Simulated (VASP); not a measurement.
BaF2:

```
Ba F
1.0
     0.00000    3.09716    3.09716
     3.09716    0.00000    3.09716
     3.09716    3.09716    0.00000
Ba F
1 2
Direct
  0.00000 0.00000 0.00000
  0.25000 0.25000 0.25000
  0.75000 0.75000 0.75000
```

Program: VASP 6.6.1. Alike in all runs: task single point; no spin polarisation; cell as given; k mesh 4 × 4 × 4; smearing gaussian 0.01 eV.

Question: Order these runs on this cell by their pressure, lowest first.
A. level LDA; potentials or basis VASP PAW LDA potentials, release 64 (Ba_sv, F); cutoff (eV) 600
B. level r2SCAN; potentials or basis VASP PAW PBE potentials, release 64 (Ba_sv, F); cutoff (eV) 660
C. level PBE; potentials or basis VASP PAW PBE potentials, release 64 (Ba_sv, F); cutoff (eV) 600

Answer: A (-3.3 GPa), B (0.9 GPa), C (2.5 GPa).

Caveats: all runs use coarse meshes; the PAW data sets were made with another functional, which shifts forces and pressure a little (at least some runs).
